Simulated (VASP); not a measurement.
# SiC (Moissanite) in VASP: notebook, part 2 of 2

VASP 6.6.1.

**4. Single point, PBE**

File INCAR:

```
SYSTEM = SiC
ALGO     = Normal         ! electronic algorithm
EDIFF    = 1E-6           ! SCF threshold, eV
ENCUT    = 520            ! plane-wave cutoff, eV
GGA      = PE             ! functional
ISIF     = 2              ! what is computed and relaxed
ISMEAR   = 0              ! smearing method
LASPH    = .True.         ! aspherical terms in the spheres
LCHARG   = .True.         ! write CHGCAR
LELF     = .True.         ! ELF
LREAL    = .False.        ! projectors in reciprocal space
LVHAR    = .True.       
LWAVE    = .False.        ! write WAVECAR
NBANDS   = 16             ! bands
NELM     = 80             ! most SCF steps
PREC     = Accurate       ! precision mode
SIGMA    = 0.01           ! smearing width, eV
```

File KPOINTS:

```
k-points
0
Gamma
  5 5 3
  0 0 0
```

File POSCAR:

```
SiC
1.0
    3.0760000000      0.0000000000      0.0000000000
   -1.5380000000      2.6638941400      0.0000000000
    0.0000000000      0.0000000000      5.0480000000
Si C
2 2
Direct
    0.3333333340      0.6666666679      0.0000000000
    0.6666666660      0.3533333321      0.5000000000
    0.3333333340      0.6666666679      0.3850000000
    0.6666666660      0.3333333321      0.8850000000
```

Potentials or basis: VASP PAW PBE potentials, release 64 (Si, C).

Command:

```bash
$ cat potpaw_PBE.64/Si/POTCAR potpaw_PBE.64/C/POTCAR > POTCAR
$ mpirun -np 1 vasp_std > vasp.out
```

OUTCAR:

```text
SYSTEM = SiC
   EDIFF = 1E-6
   ENCUT = 520
   GGA = PE
   ISIF = 2
   ISMEAR = 0
   LASPH = .True.
   LREAL = .False.
   NELM = 80
   PREC = Accurate

 ion  position               nearest neighbor table
   1  0.333  0.667  0.000-   4 1.87   4 1.87   4 1.87   3 1.94   2 3.06   2 3.06   2 3.09   2 3.09
                             2 3.12   2 3.12
   2  0.667  0.353  0.500-   3 1.82   3 1.87   3 1.92   4 1.94   1 3.06   1 3.06   1 3.09   1 3.09
                             1 3.12   1 3.12
   3  0.333  0.667  0.385-   2 1.82   2 1.87   2 1.92   1 1.94
   4  0.667  0.333  0.885-   1 1.87   1 1.87   1 1.87   2 1.94

  LATTYP: Found a hexagonal cell.
 ALAT       =     3.0760000000
 C/A-ratio  =     1.6410923277

  Lattice vectors:

 A1 = (   3.0760000000,   0.0000000000,   0.0000000000)
 A2 = (  -1.5380000000,   2.6638941400,   0.0000000000)
 A3 = (   0.0000000000,   0.0000000000,   5.0480000000)

Analysis of symmetry for initial positions (statically):
=====================================================================
 Subroutine PRICEL returns:
[... 171 lines left out ...]
  free energy    TOTEN  =       -29.98470796 eV

  energy without entropy =      -29.98470796  energy(sigma->0) =      -29.98470796

 E-fermi :   8.5540     XC(G=0): -11.3453

 val. band max:        8.4452148494   @ k =   0.0000   0.0000   0.0000
 cond. band min:      11.1703377600   @ k =   0.0000   0.4000   0.0000
 fundamental gap:      2.7251229106
 Fermi energy:         8.5539897758

 k-point     1 :       0.0000    0.0000    0.0000
  band No.  band energies     occupation
      1      -7.3103      2.00000
      2      -3.8073      2.00000
      3      -0.2787      2.00000
      4       6.7247      2.00000
      5       6.9824      2.00000
      6       8.0220      2.00000
[... 433 lines left out ...]
      3       0.3426      2.00000
      4       1.5161      2.00000
      5       4.4828      2.00000
      6       5.4161      2.00000
[... 8 lines left out ...]
     15      20.1867      0.00000
     16      20.3943      0.00000

 [... further k-points ...]
[... 5 lines left out ...]
  --------------------------------------------------------------------------------------
  -------------------------------------------------------------------------------------
  Total        1.9433842      0.9929644      0.1023975     -0.3175822     -0.2747839      0.2253122
  in kB       75.2742802     38.4610910      3.9662238    -12.3011027    -10.6433703      8.7271547
  external PRESSURE =      39.2338650 kB  Pullay stress =       0.0000000 kB

 VOLUME and BASIS-vectors are now :
 -----------------------------------------------------------------------------
  energy-cutoff  :      520.00
  volume of cell :       41.36
      direct lattice vectors                 reciprocal lattice vectors
     3.076000000  0.000000000  0.000000000     0.325097529  0.187695146  0.000000000
    -1.538000000  2.663894140  0.000000000     0.000000000  0.375390292  0.000000000
     0.000000000  0.000000000  5.048000000     0.000000000  0.000000000  0.198098257

 POSITION                                       TOTAL-FORCE (eV/Angst)
 -----------------------------------------------------------------------------------
      0.00000      1.77593      0.00000        -0.018663      0.029999      0.742956
      1.50724      0.94124      2.52400         0.772732     -1.110379      0.803470
      0.00000      1.77593      1.94348        -0.686158      0.961729     -0.802269
      1.53800      0.88796      4.46748        -0.067910      0.118651     -0.744156
 -----------------------------------------------------------------------------------
    total drift:                               -0.000001      0.000028     -0.000219

  FREE ENERGIE OF THE ION-ELECTRON SYSTEM (eV)
  ---------------------------------------------------
  free  energy   TOTEN  =       -29.9847079597 eV

  energy  without entropy=      -29.9847079597  energy(sigma->0) =      -29.98470796
```

OSZICAR:

```text
N       E                     dE             d eps       ncg     rms          rms(c)
DAV:   1     0.253786794489E+02    0.25379E+02   -0.71161E+03  1216   0.894E+02
DAV:   2    -0.312445707113E+02   -0.56623E+02   -0.51743E+02  1728   0.158E+02
DAV:   3    -0.337520161901E+02   -0.25074E+01   -0.24983E+01  1600   0.307E+01
DAV:   4    -0.337703864163E+02   -0.18370E-01   -0.18367E-01  1512   0.321E+00
DAV:   5    -0.337705669010E+02   -0.18048E-03   -0.18048E-03  1576   0.301E-01    0.126E+01
DAV:   6    -0.300803620728E+02    0.36902E+01   -0.66336E+00  1528   0.158E+01    0.566E+00
DAV:   7    -0.300022562044E+02    0.78106E-01   -0.11015E+00  1776   0.616E+00    0.249E+00
DAV:   8    -0.299856875110E+02    0.16569E-01   -0.45794E-02  1432   0.137E+00    0.634E-01
DAV:   9    -0.299843522836E+02    0.13352E-02   -0.73857E-03  1640   0.585E-01    0.125E-01
DAV:  10    -0.299846797069E+02   -0.32742E-03   -0.10107E-03  1432   0.185E-01    0.579E-02
DAV:  11    -0.299847072371E+02   -0.27530E-04   -0.89674E-05  1368   0.673E-02    0.140E-02
DAV:  12    -0.299847079597E+02   -0.72261E-06   -0.66420E-06  1648   0.165E-02
   1 F= -.29984708E+02 E0= -.29984708E+02  d E =-.309533E-55
```

stdout:

```text
POSCAR found type information on POSCAR SiC
 POSCAR found :  2 types and       4 ions
 scaLAPACK will be used
 LDA part: xc-table for (Slater+PW92), standard interpolation
 POSCAR, INCAR and KPOINTS ok, starting setup
 FFT: planning ... GRIDC
 FFT: planning ... GRID_SOFT
 FFT: planning ... GRID
 WAVECAR not read
 entering main loop
```

Run time: 15 s. Hardware: 1 thread of Intel Xeon 6975P-C, shared host; peak memory 0.16 GiB.

Results:

- Free energy: -29.9847 eV
- Pressure: 3.9 GPa
- Largest force: 1.573 eV/Å
- Band gap on the k mesh: 2.73 eV, indirect (least direct gap 4.14 eV)

Forces on the atoms (eV/Å):
```
Si  -0.019  0.030  0.743
Si   0.773 -1.110  0.803
C   -0.686  0.962 -0.802
C   -0.068  0.119 -0.744
```

Stress tensor (GPa, compression positive):
```
 7.53 -1.23  0.87
-1.23  3.85 -1.06
 0.87 -1.06  0.40
```

Levels at points of the mesh, in eV from the valence-band top:
| k point | band 6 | band 7 | band 8 | band 9 | band 10 | band 11 |
| --- | --- | --- | --- | --- | --- | --- |
| (0.00, 0.00, 0.00) | -0.42 | -0.18 | 0.00 | 4.58 | 5.99 | 6.35 |

Caveat: the k points lie up to 0.47 Å⁻¹ apart; forces of over 1 eV/Å act on the atoms, so gaps and moduli don't describe the material at rest.
